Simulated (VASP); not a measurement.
# TiSi2 (Immm) in VASP: a series of runs

Aim: see how the results for TiSi2 move with the level of theory and the settings. Levels: PBE+D3(BJ)+U, PBE, PBE+D3(BJ). Tasks: single point.

Everything below comes from runs of VASP 6.6.1. Logs are shortened: lines on timing, memory, paths and dates and some standing lists are left out, and cuts for length are marked.

### Step 1. The cell of the first run

Symmetry: Immm, No. 71, orthorhombic system. Conventional cell: a = 2.946 Å, b = 3.424 Å, c = 8.424 Å, α = 90.00°, β = 90.00°, γ = 90.00°. Ti (site symmetry mmm) has 10 Si at 2.67 to 2.78 Å and 4 Ti at 2.95 to 3.42 Å within 3.5 Å. Within 3.5 Å of Si (site symmetry mm2) lie 9 Si at 2.63 to 3.42 Å and 5 Ti at 2.67 to 2.78 Å.

### Step 2. Single point, PBE+D3(BJ)+U

Input file INCAR:

```
PREC = Accurate
ENCUT = 520
EDIFF = 1E-7
ISMEAR = 0
SIGMA = 0.1
LREAL = F
LASPH = T
NELM = 150
ALGO = Normal
ISIF = 2
LWAVE = F
LCHARG = F
LMAXMIX = 4
LDAU = T
LDAUTYPE = 2
LDAUL = 2 -1
LDAUU = 2.8 0
LDAUJ = 0 0
LDAUPRINT = 1
GGA = PE
IVDW = 12
NBANDS = 17
```

Input file KPOINTS:

```
Automatic mesh
0
Gamma
  6 6 6
```

Input file POSCAR:

```
TiSi2
1.0
   -1.4728720000      1.7121300000      4.2120830000
    1.4728720000     -1.7121300000      4.2120830000
    1.4728720000      1.7121300000     -4.2120830000
Ti Si
1 2
Direct
    0.0000000000      0.0000000000      0.0000000000
    0.3299220000      0.3299220000      0.0000000000
    0.6700780000      0.6700780000      0.0000000000
```

Potentials or basis: VASP PAW PBE potentials, release 64 (Ti_sv, Si).

Run with:

```console
cat potpaw_PBE.64/Ti_sv/POTCAR potpaw_PBE.64/Si/POTCAR > POTCAR
mpirun -np 1 vasp_std > vasp.out
```

OUTCAR:

```text
PREC = Accurate
   ENCUT = 520
   EDIFF = 1E-7
   ISMEAR = 0
   LREAL = F
   LASPH = T
   NELM = 150
   ISIF = 2
   GGA = PE
   IVDW = 12
 IVDW          = 12

 ion  position               nearest neighbor table
   1  0.000  0.000  0.000-   3 2.67   3 2.67   3 2.67   2 2.67   3 2.67   2 2.67   2 2.67   2 2.67
                             2 2.78   3 2.78
   2  0.330  0.330  0.000-   3 2.63   3 2.63   3 2.63   3 2.63   1 2.67   1 2.67   1 2.67   1 2.67
                             1 2.78   3 2.87
   3  0.670  0.670  0.000-   2 2.63   2 2.63   2 2.63   2 2.63   1 2.67   1 2.67   1 2.67   1 2.67
                             1 2.78   2 2.87

  LATTYP: Found a body centered orthorhombic cell.
 ALAT       =     2.9457440000
 B/A-ratio  =     1.1624431723
 C/A-ratio  =     2.8597753233

  Lattice vectors:

 A1 = (  -1.4728720000,   1.7121300000,   4.2120830000)
 A2 = (   1.4728720000,  -1.7121300000,   4.2120830000)
 A3 = (   1.4728720000,   1.7121300000,  -4.2120830000)

Analysis of symmetry for initial positions (statically):
=====================================================================
 Subroutine PRICEL returns:
 Original cell was already a primitive cell.

 Routine SETGRP: Setting up the symmetry group for a
 body centered orthorhombic supercell.

 Subroutine GETGRP returns: Found  8 space group operations
 (whereof  8 operations were pure point group operations)
 out of a pool of  8 trial point group operations.

The static configuration has the point symmetry D_2h.

Analysis of symmetry for dynamics (positions and initial velocities):
=====================================================================
 Subroutine PRICEL returns:
 Original cell was already a primitive cell.

 Routine SETGRP: Setting up the symmetry group for a
 body centered orthorhombic supercell.

 Subroutine GETGRP returns: Found  8 space group operations
 (whereof  8 operations were pure point group operations)
 out of a pool of  8 trial point group operations.

The dynamic configuration has the point symmetry D_2h.

 Subroutine INISYM returns: Found  8 space group operations
 (whereof  8 operations are pure point group operations),
[... 150 lines left out ...]
  0.0000  0.0000 -0.0296  0.0000  0.2168

spin component  2

  0.1696  0.0000 -0.0000  0.0000  0.0000
  0.0000  0.1968  0.0000  0.0000  0.0000
 -0.0000  0.0000  0.2020  0.0000 -0.0296
  0.0000  0.0000  0.0000  0.1784  0.0000
  0.0000  0.0000 -0.0296  0.0000  0.2168

 occupancies and eigenvectors

  o =  0.1696  v =  1.0000  0.0000  0.0000  0.0000  0.0000  0.0000  0.0000  0.0000  0.0000  0.0000      0.0000  0.0000  0.0000  0.0000  0.0000  0.0000  0.0000  0.0000  0.0000  0.0000
  o =  0.1696  v =  0.0000  0.0000  0.0000  0.0000  0.0000  1.0000  0.0000  0.0000  0.0000  0.0000      0.0000  0.0000  0.0000  0.0000  0.0000  0.0000  0.0000  0.0000  0.0000  0.0000
  o =  0.1784  v =  0.0000  0.0000  0.0000  1.0000  0.0000  0.0000  0.0000  0.0000  0.0000  0.0000      0.0000  0.0000  0.0000  0.0000  0.0000  0.0000  0.0000  0.0000  0.0000  0.0000
  o =  0.1784  v =  0.0000  0.0000  0.0000  0.0000  0.0000  0.0000  0.0000  0.0000  1.0000  0.0000      0.0000  0.0000  0.0000  0.0000  0.0000  0.0000  0.0000  0.0000  0.0000  0.0000
  o =  0.1789  v =  0.0000  0.0000  0.7884  0.0000  0.6152  0.0000  0.0000  0.0000  0.0000  0.0000      0.0000  0.0000  0.0000  0.0000  0.0000  0.0000  0.0000  0.0000  0.0000  0.0000
  o =  0.1789  v =  0.0000  0.0000  0.0000  0.0000  0.0000  0.0000  0.0000  0.7884  0.0000  0.6152      0.0000  0.0000  0.0000  0.0000  0.0000  0.0000  0.0000  0.0000  0.0000  0.0000
  o =  0.1968  v =  0.0000  0.0000  0.0000  0.0000  0.0000  0.0000 -1.0000  0.0000  0.0000  0.0000      0.0000  0.0000  0.0000  0.0000  0.0000  0.0000  0.0000  0.0000  0.0000  0.0000
  o =  0.1968  v =  0.0000 -1.0000  0.0000  0.0000  0.0000  0.0000  0.0000  0.0000  0.0000  0.0000      0.0000  0.0000  0.0000  0.0000  0.0000  0.0000  0.0000  0.0000  0.0000  0.0000
  o =  0.2399  v =  0.0000  0.0000  0.0000  0.0000  0.0000  0.0000 -0.0000 -0.6152  0.0000  0.7884      0.0000  0.0000  0.0000  0.0000  0.0000  0.0000  0.0000  0.0000  0.0000  0.0000
  o =  0.2399  v =  0.0000 -0.0000 -0.6152  0.0000  0.7884  0.0000  0.0000  0.0000  0.0000  0.0000      0.0000  0.0000  0.0000  0.0000  0.0000  0.0000  0.0000  0.0000  0.0000  0.0000

 number of electron      19.9999998 magnetization

 Free energy of the ion-electron system (eV)
  ---------------------------------------------------
  ext. energy  EPLUGINS =         0.00000000
  ---------------------------------------------------
  free energy    TOTEN  =       -17.63278637 eV

  energy without entropy =      -17.62289244  energy(sigma->0) =      -17.62783941

 E-fermi :  10.1181     XC(G=0): -11.7044

 val. band max:       10.0924866553   @ k =   0.1667   0.5000  -0.0000
 cond. band min:      10.1404057150   @ k =   0.3333   0.1667   0.0000
 fundamental gap:      0.0479190597
 Fermi energy:        10.1181260695

 k-point     1 :       0.0000    0.0000    0.0000
  band No.  band energies     occupation
      1     -46.9179      2.00000
      2     -23.2150      2.00000
      3     -23.1995      2.00000
      4     -22.9356      2.00000
      5      -2.4791      2.00000
      6       5.3365      2.00000
[... 457 lines left out ...]
      4     -23.1556      2.00000
      5       2.6947      2.00000
      6       3.3416      2.00000
[... 9 lines left out ...]
     16      15.2289      0.00000
     17      16.2989      0.00000

 [... further k-points ...]

------------------------ aborting loop because EDIFF is reached ----------------------------------------

 Edisp (eV)   -1.59286

 E8    (eV) :    -0.6936

  FORCE on cell =-STRESS in cart. coord.  units (eV):
  Direction    XX          YY          ZZ          XY          YZ          ZX
  --------------------------------------------------------------------------------------
  -------------------------------------------------------------------------------------
  Total       0.11911    -1.01984    -1.16659     0.00000     0.00000     0.00000
  in kB       4.49156   -38.45762   -43.99182     0.00000     0.00000     0.00000
  external pressure =      -25.99 kB  Pullay stress =        0.00 kB

 VOLUME and BASIS-vectors are now :
 -----------------------------------------------------------------------------
  energy-cutoff  :      520.00
  volume of cell :       42.49
      direct lattice vectors                 reciprocal lattice vectors
    -1.472872000  1.712130000  4.212083000     0.000000000  0.292033899  0.118706113
     1.472872000 -1.712130000  4.212083000     0.339472812  0.000000000  0.118706113
     1.472872000  1.712130000 -4.212083000     0.339472812  0.292033899  0.000000000

 POSITION                                       TOTAL-FORCE (eV/Angst)
 -----------------------------------------------------------------------------------
      0.00000      0.00000      0.00000        -0.000000      0.000000     -0.000000
      0.00000      0.00000      2.77932        -0.000000      0.000000     -0.299178
      0.00000      0.00000      5.64485         0.000000     -0.000000      0.299178
 -----------------------------------------------------------------------------------
    total drift:                               -0.000000      0.000000     -0.000000

  FREE ENERGIE OF THE ION-ELECTRON SYSTEM (eV)
  ---------------------------------------------------
  free  energy   TOTEN  =       -19.2256504872 eV

  energy  without entropy=      -19.2157565530  energy(sigma->0) =      -19.22070352
```

OSZICAR:

```text
N       E                     dE             d eps       ncg     rms          rms(c)
DAV:   1     0.132025392312E+03    0.13203E+03   -0.97481E+03  1564   0.120E+03
DAV:   2    -0.114583497125E+02   -0.14348E+03   -0.14004E+03  1594   0.312E+02
DAV:   3    -0.198897307965E+02   -0.84314E+01   -0.82863E+01  2490   0.708E+01
DAV:   4    -0.200878998439E+02   -0.19817E+00   -0.19760E+00  1864   0.101E+01
DAV:   5    -0.200945923521E+02   -0.66925E-02   -0.66912E-02  2519   0.174E+00    0.125E+01
DAV:   6    -0.180178941286E+02    0.20767E+01   -0.18714E+01  2077   0.378E+01    0.524E+00
DAV:   7    -0.176788052588E+02    0.33909E+00   -0.35072E+00  1991   0.154E+01    0.332E+00
DAV:   8    -0.176680473747E+02    0.10758E-01   -0.73144E-01  1918   0.751E+00    0.159E+00
DAV:   9    -0.176362044251E+02    0.31843E-01   -0.36301E-01  1897   0.538E+00    0.513E-01
DAV:  10    -0.176329887515E+02    0.32157E-02   -0.15209E-02  1884   0.101E+00    0.208E-01
DAV:  11    -0.176329669042E+02    0.21847E-04   -0.72385E-03  2192   0.662E-01    0.155E-01
DAV:  12    -0.176327920533E+02    0.17485E-03   -0.15060E-03  1946   0.353E-01    0.278E-02
DAV:  13    -0.176327881168E+02    0.39365E-05   -0.58413E-05  1984   0.714E-02    0.181E-02
DAV:  14    -0.176327865835E+02    0.15333E-05   -0.52882E-06  1857   0.214E-02    0.519E-03
DAV:  15    -0.176327863755E+02    0.20805E-06   -0.84251E-07  2056   0.758E-03    0.122E-03
DAV:  16    -0.176327863741E+02    0.13874E-08   -0.60939E-08   861   0.208E-03
   1 F= -.19225650E+02 E0= -.19220704E+02  d E =-.989393E-02
```

It took 22 s on 1 thread of Intel Xeon 6975P-C (Granite Rapids), shared host; peak memory 0.22 GiB.

Results:

```
Free energy                : -19.2257 eV
Pressure                   : -2.6 GPa
Largest force              : 0.299 eV/Å
Band gap on the k mesh     : zero (band 10 reaches 11.58 eV, above the bottom of band 11 at 9.27 eV)
Dispersion energy per atom : -0.531 eV
```

Forces in eV/Å, atoms in the order of the input:
```
Ti   0.000  0.000  0.000
Si   0.000  0.000 -0.299
Si   0.000  0.000  0.299
```

Eigenvalues of the final occupation matrices:
| site | spin | trace | eigenvalues |
| --- | --- | --- | --- |
| site 1 d | 1 | 0.96 | 0.17 0.18 0.18 0.20 0.24 |
| site 1 d | 2 | 0.96 | 0.17 0.18 0.18 0.20 0.24 |

Caveat: the k points lie up to 0.47 Å⁻¹ apart; U without spin polarisation on a metal has little footing; pairwise dispersion overbinds metals, which lowers pressure and volume; the U is typed as a test and isn't derived for this compound.

[end of part 1 of 3]
